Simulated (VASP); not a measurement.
# MgI2 (P-3m1) in VASP: notebook

MgI2 is run at these levels: PBE; tasks: single point.

Program: VASP 6.6.1. These are calculated values, not measurements. Logs are shortened: lines on timing, memory, paths and dates and some standing lists are left out, and cuts for length are marked.

## (1) The cell of the first run

It takes space group P-3m1 (No. 164, trigonal). The conventional cell has a = 4.252 Å, b = 4.252 Å, c = 7.894 Å, α = 90.00°, β = 90.00°, γ = 120.00°. Within 4.0 Å of Mg (site symmetry -3m) lie 6 I at 3.05 Å. Within 4.0 Å of I (site symmetry 3m) lie 3 Mg at 3.05 Å.

## (2) Single point, PBE

INCAR

```
PREC = Accurate
ENCUT = 520
EDIFF = 1E-6
ISMEAR = 0
SIGMA = 0.05
LREAL = F
LASPH = T
NELM = 60
ALGO = Normal
ISIF = 2
LWAVE = F
LCHARG = F
GGA = PE
NBANDS = 15
```

KPOINTS

```
regular mesh
0
Gamma
  6 6 4
```

POSCAR

```
MgI2
1.0
    4.2516112781      0.0000000000      0.0000000000
   -2.1258056391      3.6820033739      0.0000000000
    0.0000000000      0.0000000000      7.8941785324
Mg I
1 2
Direct
    0.0000000000      0.0000000000      0.0000000000
    0.3333333333      0.6666666667      0.7705052557
    0.6666666667      0.3333333333      0.2294947443
```

Potentials or basis: VASP PAW PBE potentials, release 64 (Mg, I).

Started as:

```bash
$ cat potpaw_PBE.64/Mg/POTCAR potpaw_PBE.64/I/POTCAR > POTCAR
$ mpirun -np 1 vasp_std > vasp.out
```

OUTCAR:

```text
PREC = Accurate
   ENCUT = 520
   EDIFF = 1E-6
   ISMEAR = 0
   LREAL = F
   LASPH = T
   NELM = 60
   ISIF = 2
   GGA = PE

 ion  position               nearest neighbor table
   1  0.000  0.000  0.000-   2 3.05   3 3.05   3 3.05   2 3.05   3 3.05   2 3.05
   2  0.333  0.667  0.771-   1 3.05   1 3.05   1 3.05
   3  0.667  0.333  0.229-   1 3.05   1 3.05   1 3.05

  LATTYP: Found a hexagonal cell.
 ALAT       =     4.2516112781
 C/A-ratio  =     1.8567498334

  Lattice vectors:

 A1 = (   4.2516112781,   0.0000000000,   0.0000000000)
 A2 = (  -2.1258056391,   3.6820033739,   0.0000000000)
 A3 = (   0.0000000000,   0.0000000000,   7.8941785324)

Analysis of symmetry for initial positions (statically):
[... 33 lines left out ...]
                                     Primitive cell

  volume of cell :     123.5790

  direct lattice vectors                    reciprocal lattice vectors
     4.251611278  0.000000000  0.000000000     0.235204946  0.135795639  0.000000000
    -2.125805639  3.682003374  0.000000000     0.000000000  0.271591277  0.000000000
     0.000000000  0.000000000  7.894178532     0.000000000  0.000000000  0.126675625

  length of vectors
     4.251611278  4.251611278  7.894178532     0.271591277  0.271591277  0.126675625

  position of ions in fractional coordinates (direct lattice)
     0.000000000  0.000000000  0.000000000
     0.333333333  0.666666667  0.770505256
     0.666666667  0.333333333  0.229494744

  ion indices of the primitive-cell ions
   primitive index   ion index
                 1           1
                 2           2
                 3           3

----------------------------------------------------------------------------------------

 KPOINTS: regular mesh

Automatic generation of k-mesh.
 Grid dimensions read from file:
 generate k-points for:    6    6    4

 Generating k-lattice:

  Cartesian coordinates                     Fractional coordinates (reciprocal lattice)
     0.039200824  0.022632606  0.000000000     0.166666667  0.000000000  0.000000000
     0.000000000  0.045265213  0.000000000     0.000000000  0.166666667  0.000000000
     0.000000000  0.000000000  0.031668906     0.000000000  0.000000000  0.250000000

  Length of vectors
     0.045265213  0.045265213  0.031668906

  Shift w.r.t. Gamma in fractional coordinates (k-lattice)
[... 9 lines left out ...]
  0.000000  0.000000  0.000000      1.000000
  0.166667  0.000000  0.000000      6.000000
  0.333333  0.000000  0.000000      6.000000
  0.500000  0.000000  0.000000      3.000000
  0.166667  0.166667  0.000000      6.000000
  0.333333  0.166667  0.000000     12.000000
[... 22 lines left out ...]
   dimension x,y,z NGXF=    64 NGYF=   64 NGZF=  120
   ions per type =               1   2
   NGX,Y,Z   is equivalent  to a cutoff of  12.51, 12.51, 12.64 a.u.
   NGXF,Y,Z  is equivalent  to a cutoff of  25.03, 25.03, 25.27 a.u.
 SYSTEM =  unknown system
   PREC   = accura    normal or accurate (medium, high low for compatibility)
   ISTART =      0    job   : 0-new  1-cont  2-samecut
   ICHARG =      2    charge: 1-file 2-atom 10-const
   ISPIN  =      1    spin polarized calculation?
   LNONCOLLINEAR =      F non collinear calculations
   LSORBIT =      F    spin-orbit coupling
   LASPH  =      T    aspherical Exc in radial PAW
   ENCUT  =  520.0 eV  38.22 Ry    6.18 a.u.   7.91  7.91 14.68*2*pi/ulx,y,z
   NELM   =     60;   NELMIN=  2; NELMDL= -5     # of ELM steps
   EDIFF  = 0.1E-05   stopping-criterion for ELM
   LREAL  =      F    real-space projection
   EDIFFG = 0.1E-04   stopping-criterion for IOM
   NSW    =      0    number of steps for IOM
   IBRION =     -1    ionic relax: 0-MD 1-quasi-New 2-CG
[... 14 lines left out ...]
     AMIX     =   0.40;   BMIX     =  1.00
     AMIX_MAG =   1.60;   BMIX_MAG =  1.00
  volume/ion in A,a.u.               =      41.19       277.98
  Fermi-wavevector in a.u.,A,eV,Ry     =   0.828196  1.565064  9.332359  0.685909
  Thomas-Fermi vector in A             =   1.940531
   LORBIT       =      0    0 simple, 1 ext, 2 COOP (PROOUT), +10 PAW based schemes
   GGA     = PE    functional components
[... 6 lines left out ...]
 Gauss-broadening in eV      SIGMA  =   0.05
  energy-cutoff  :      520.00
  volume of cell :      123.58
 maximum number of plane-waves:      3372
   NGX = 15   NGY = 15   NGZ = 29

 number of electron      15.9999999 magnetization

 Free energy of the ion-electron system (eV)
  ---------------------------------------------------
  ext. energy  EPLUGINS =         0.00000000
  ---------------------------------------------------
  free energy    TOTEN  =        -7.63046851 eV

  energy without entropy =       -7.63046851  energy(sigma->0) =       -7.63046851

 E-fermi :   1.0069     XC(G=0):  -7.3970

 val. band max:        0.8004392993   @ k =   0.0000   0.0000   0.0000
 cond. band min:       4.0451134670   @ k =   0.0000   0.0000   0.0000
 fundamental gap:      3.2446741677
 Fermi energy:         1.0068619776

 k-point     1 :       0.0000    0.0000    0.0000
  band No.  band energies     occupation
      1     -10.7837      2.00000
      2     -10.4102      2.00000
      3      -2.1970      2.00000
      4       0.3385      2.00000
      5       0.5987      2.00000
      6       0.5987      2.00000
      7       0.8004      2.00000
      8       0.8004      2.00000
      9       4.0451      0.00000
     10       5.6792      0.00000
     11       7.4872      0.00000
     12       7.4872      0.00000
     13       7.7686      0.00000
     14       8.9985      0.00000
     15       8.9985      0.00000
[... 397 lines left out ...]
 k-point    24 :       0.3333    0.3333    0.5000
  band No.  band energies     occupation
      1     -10.1621      2.00000
      2     -10.1621      2.00000
      3      -1.9162      2.00000
      4      -1.3661      2.00000
      5      -1.3661      2.00000
      6      -1.0110      2.00000
      7       0.1042      2.00000
      8       0.1042      2.00000
      9       4.8284      0.00000
     10       6.3917      0.00000
     11       6.3917      0.00000
     12       7.9842      0.00000
     13       8.9787      0.00000
     14       9.3270      0.00000
     15       9.5222      0.00000

------------------------ aborting loop because EDIFF is reached ----------------------------------------

  FORCE on cell =-STRESS in cart. coord.  units (eV):
  Direction    XX          YY          ZZ          XY          YZ          ZX
  --------------------------------------------------------------------------------------
  -------------------------------------------------------------------------------------
  Total       -1.1982340     -1.1982340     -2.2806689      0.0000000      0.0000000     -0.0000000
  in kB      -15.5348673    -15.5348673    -29.5684225      0.0000000      0.0000000     -0.0000000
  external PRESSURE =     -20.2127190 kB  Pullay stress =       0.0000000 kB

 VOLUME and BASIS-vectors are now :
 -----------------------------------------------------------------------------
  energy-cutoff  :      520.00
  volume of cell :      123.58
      direct lattice vectors                 reciprocal lattice vectors
     4.251611278  0.000000000  0.000000000     0.235204946  0.135795639  0.000000000
    -2.125805639  3.682003374  0.000000000     0.000000000  0.271591277  0.000000000
     0.000000000  0.000000000  7.894178532     0.000000000  0.000000000  0.126675625

 POSITION                                       TOTAL-FORCE (eV/Angst)
 -----------------------------------------------------------------------------------
      0.00000      0.00000      0.00000         0.000000      0.000000     -0.000000
     -0.00000      2.45467      6.08251         0.000000      0.000000      0.640463
      2.12581      1.22733      1.81167        -0.000000     -0.000000     -0.640463
 -----------------------------------------------------------------------------------
    total drift:                                0.000000     -0.000000      0.000000

  FREE ENERGIE OF THE ION-ELECTRON SYSTEM (eV)
  ---------------------------------------------------
  free  energy   TOTEN  =        -7.6304685056 eV

  energy  without entropy=       -7.6304685055  energy(sigma->0) =       -7.63046851
```

OSZICAR:

```text
N       E                     dE             d eps       ncg     rms          rms(c)
DAV:   1     0.764328560330E+02    0.76433E+02   -0.55525E+03   720   0.819E+02
DAV:   2    -0.103301751609E+01   -0.77466E+02   -0.69576E+02  1018   0.125E+02
DAV:   3    -0.772139620883E+01   -0.66884E+01   -0.66580E+01   965   0.426E+01
DAV:   4    -0.786629090775E+01   -0.14489E+00   -0.14488E+00  1006   0.744E+00
DAV:   5    -0.786839804514E+01   -0.21071E-02   -0.21071E-02   995   0.870E-01    0.344E+00
DAV:   6    -0.767101876016E+01    0.19738E+00   -0.15183E-01   804   0.205E+00    0.245E+00
DAV:   7    -0.763222905679E+01    0.38790E-01   -0.12167E-01   833   0.174E+00    0.874E-01
DAV:   8    -0.763039988388E+01    0.18292E-02   -0.90011E-03   811   0.553E-01    0.282E-01
DAV:   9    -0.763049447197E+01   -0.94588E-04   -0.17030E-03   923   0.251E-01    0.103E-01
DAV:  10    -0.763046463232E+01    0.29840E-04   -0.65646E-05   916   0.518E-02    0.468E-02
DAV:  11    -0.763046921601E+01   -0.45837E-05   -0.17446E-05   902   0.267E-02    0.186E-02
DAV:  12    -0.763046804622E+01    0.11698E-05   -0.49943E-06   916   0.132E-02    0.101E-02
DAV:  13    -0.763046850556E+01   -0.45934E-06   -0.35585E-07   612   0.377E-03
   1 F= -.76304685E+01 E0= -.76304685E+01  d E =-.193952E-10
```

Wall time 21 s (1 thread of AMD EPYC 9R45 (Zen 5), shared host); peak memory 0.22 GiB.

Results:

```
Free energy            : -7.6305 eV
Pressure               : -2.0 GPa
Largest force          : 0.640 eV/Å
Band gap on the k mesh : 3.24 eV, direct
```

Forces in eV/Å, atoms in the order of the input:
```
Mg   0.000  0.000  0.000
I    0.000  0.000  0.640
I    0.000  0.000 -0.640
```

Stress tensor (GPa, compression positive):
```
-1.55  0.00  0.00
 0.00 -1.55  0.00
 0.00  0.00 -2.96
```

Levels at points of the mesh, in eV from the valence-band top:
| k point | band 5 | band 6 | band 7 | band 8 | band 9 | band 10 | band 11 | band 12 |
| --- | --- | --- | --- | --- | --- | --- | --- | --- |
| (0.00, 0.00, 0.00) | -0.20 | -0.20 | 0.00 | 0.00 | 3.24 | 4.88 | 6.69 | 6.69 |
| (0.50, 0.00, 0.00) | -1.46 | -0.97 | -0.77 | -0.40 | 3.40 | 5.19 | 5.58 | 6.81 |
| (0.00, 0.00, 0.50) | -0.18 | -0.18 | -0.03 | -0.03 | 3.99 | 4.81 | 6.63 | 6.63 |
| (0.50, 0.00, 0.50) | -1.20 | -0.92 | -0.76 | -0.47 | 3.27 | 5.11 | 5.65 | 6.01 |

Caveat: spin-orbit coupling is left out, which moves the levels of the heavy elements; this functional lacks dispersion, which binds the layers, so the pressure and a relaxed spacing across them are unreliable.

## (3) Single point, PBE

This run uses another cell than the first one, of 41.83 Å³/atom, 1.016 times its volume.

INCAR

```
ALGO = Normal ; EDIFF = 1E-7
ENCUT = 520 ; GGA = PE
ISIF = 2 ; ISMEAR = 0
LASPH = T ; LCHARG = F
LREAL = F ; LWAVE = F
NBANDS = 15 ; NELM = 80
PREC = Accurate ; SIGMA = 0.05
```

KPOINTS

```
k-points
0
Gamma
  6 6 4
```

POSCAR

```
MgI2
1.0
    4.2734827252      0.0000000000      0.0000000000
   -2.1367413626      3.7009446027      0.0000000000
    0.0000000000      0.0000000000      7.9347883382
Mg I
1 2
Direct
    0.0000000000      0.0000000000      0.0000000000
    0.3333333333      0.6666666667      0.7820264016
    0.6666666667      0.3333333333      0.2179735984
```

Potentials or basis: VASP PAW PBE potentials, release 64 (Mg, I).

Started as:

```bash
$ cat potpaw_PBE.64/Mg/POTCAR potpaw_PBE.64/I/POTCAR > POTCAR
$ mpirun -np 1 vasp_std > vasp.out
```

Run time: 26 s. Hardware: 1 thread of AMD EPYC 9R45 (Zen 5), shared host; peak memory 0.22 GiB.

Results (log left out):

```yaml
Free_energy: -7.7007 eV
Pressure: -1.4 GPa
Largest_force: 0.350 eV/Å
Band_gap_on_the_k_mesh: 3.47 eV, direct
```

Forces on the atoms (eV/Å):
```
Mg   0.000  0.000  0.000
I    0.000  0.000  0.350
I    0.000  0.000 -0.350
```

Stress tensor (GPa, compression positive):
```
-1.32  0.00  0.00
 0.00 -1.32  0.00
 0.00  0.00 -1.54
```

Levels at points of the mesh, in eV from the valence-band top:
```
           k point  band 4  band 5  band 6  band 7  band 8  band 9  band 10  band 11  band 12  band 13
(0.00, 0.00, 0.00)   -0.30   -0.24   -0.24    0.00    0.00    3.47     4.87     6.65     6.65     6.98
(0.50, 0.00, 0.00)   -2.47   -1.31   -1.02   -0.61   -0.36    3.56     5.36     5.79     7.10     7.20
(0.00, 0.00, 0.50)   -0.83   -0.22   -0.22   -0.02   -0.02    4.09     4.83     6.60     6.60     7.19
(0.50, 0.00, 0.50)   -2.56   -1.10   -0.99   -0.61   -0.41    3.48     5.35     5.80     6.26     7.34
```

Caveat: spin-orbit coupling is left out, which moves the levels of the heavy elements; this functional lacks dispersion, which binds the layers, so the pressure and a relaxed spacing across them are unreliable. A k mesh can miss the band edges.

## (4) Single point, PBE

This run uses another cell than the first one, of 41.83 Å³/atom, 1.016 times its volume.

INCAR

```
PREC     = Accurate       # precision mode
ENCUT    = 520            # plane-wave cutoff, eV
EDIFF    = 1E-6           # SCF threshold, eV
ISMEAR   = 0              # smearing method
SIGMA    = 0.05           # smearing width, eV
LREAL    = False          # projectors in reciprocal space
LASPH    = True           # aspherical terms in the spheres
NELM     = 60             # most SCF steps
ALGO     = Normal         # electronic algorithm
ISIF     = 2              # what is computed and relaxed
LWAVE    = False          # write WAVECAR
LCHARG   = False          # write CHGCAR
GGA      = PE             # functional
NBANDS   = 15             # bands
```

KPOINTS

```
Automatic mesh
0
Gamma
  6 6 4
```

POSCAR

```
MgI2
1.0
    4.2734827252      0.0000000000      0.0000000000
   -2.1367413626      3.7009446027      0.0000000000
    0.0000000000      0.0000000000      7.9347883382
Mg I
1 2
Direct
    0.0000000000      0.0000000000      0.0000000000
    0.3333333333      0.6666666667      0.7666648737
    0.6666666667      0.3333333333      0.2333351263
```

Started as:

```bash
$ cat potpaw_PBE.64/Mg/POTCAR potpaw_PBE.64/I/POTCAR > POTCAR
$ mpirun -np 1 vasp_std > vasp.out
```

Run time: 23 s. Hardware: 1 thread of AMD EPYC 9R45 (Zen 5), shared host; peak memory 0.22 GiB.

It converged, with:

- Free energy: -7.5595 eV
- Pressure: -2.5 GPa
- Largest force: 0.794 eV/Å
- Band gap on the k mesh: 3.10 eV, direct

Forces on the atoms (eV/Å):
```
Mg   0.000  0.000  0.000
I    0.000  0.000  0.794
I    0.000  0.000 -0.794
```

Stress tensor (GPa, compression positive):
```
-1.95  0.00  0.00
 0.00 -1.95  0.00
 0.00  0.00 -3.69
```

Levels at points of the mesh, in eV from the valence-band top:
```csv
k point,band 5,band 6,band 7,band 8,band 9,band 10,band 11,band 12
"(0.00, 0.00, 0.00)",-0.18,-0.18,0.00,0.00,3.10,4.87,6.67,6.67
"(0.50, 0.00, 0.00)",-1.46,-0.93,-0.79,-0.40,3.31,5.11,5.55,6.65
"(0.00, 0.00, 0.50)",-0.15,-0.15,-0.03,-0.03,3.85,4.77,6.61,6.61
"(0.50, 0.00, 0.50)",-1.19,-0.87,-0.77,-0.47,3.16,5.01,5.65,5.95
```

Caveat: spin-orbit coupling is left out, which moves the levels of the heavy elements; this functional lacks dispersion, which binds the layers, so the pressure and a relaxed spacing across them are unreliable.

## (5) Single point, PBE

This run uses another cell than the first one, of 41.83 Å³/atom, 1.016 times its volume.

INCAR

```
PREC = Accurate
ENCUT = 520
EDIFF = 1E-6
ISMEAR = 0
SIGMA = 0.05
LREAL = False
LASPH = True
NELM = 60
ALGO = Normal
ISIF = 2
LWAVE = False
LCHARG = False
GGA = PE
NBANDS = 15
```

KPOINTS

```
regular mesh
0
Gamma
  6 6 4
```

POSCAR

```
MgI2
1.0
    4.2734827252      0.0000000000      0.0000000000
   -2.1367413626      3.7009446027      0.0000000000
    0.0000000000      0.0000000000      7.9347883382
Mg I
1 2
Direct
    0.0000000000      0.0000000000      0.0000000000
    0.3333333333      0.6666666667      0.7743456377
    0.6666666667      0.3333333333      0.2256543623
```

Started as:

```bash
$ cat potpaw_PBE.64/Mg/POTCAR potpaw_PBE.64/I/POTCAR > POTCAR
$ mpirun -np 1 vasp_std > vasp.out
```

Run time: 23 s. Hardware: 1 thread of AMD EPYC 9R45 (Zen 5), shared host; peak memory 0.22 GiB.

The run converged. Its results:

* Free energy: -7.6436 eV
* Pressure: -2.0 GPa
* Largest force: 0.583 eV/Å
* Band gap on the k mesh: 3.29 eV, direct

Forces on the atoms (eV/Å):
```
Mg   0.000  0.000  0.000
I    0.000  0.000  0.583
I    0.000  0.000 -0.583
```

Stress tensor (GPa, compression positive):
```
-1.68  0.00  0.00
 0.00 -1.68  0.00
 0.00  0.00 -2.64
```

Levels at points of the mesh, in eV from the valence-band top:
```csv
k point,band 5,band 6,band 7,band 8,band 9,band 10,band 11,band 12
"(0.00, 0.00, 0.00)",-0.21,-0.21,0.00,0.00,3.29,4.87,6.66,6.66
"(0.50, 0.00, 0.00)",-1.39,-0.97,-0.70,-0.38,3.44,5.24,5.66,6.92
"(0.00, 0.00, 0.50)",-0.19,-0.19,-0.02,-0.02,3.98,4.80,6.61,6.61
"(0.50, 0.00, 0.50)",-1.15,-0.93,-0.69,-0.44,3.33,5.19,5.72,6.09
```

Caveat: spin-orbit coupling is left out, which moves the levels of the heavy elements; this functional lacks dispersion, which binds the layers, so the pressure and a relaxed spacing across them are unreliable. Expect the measured gap to be larger: semilocal functionals such as PBE lack the derivative discontinuity.
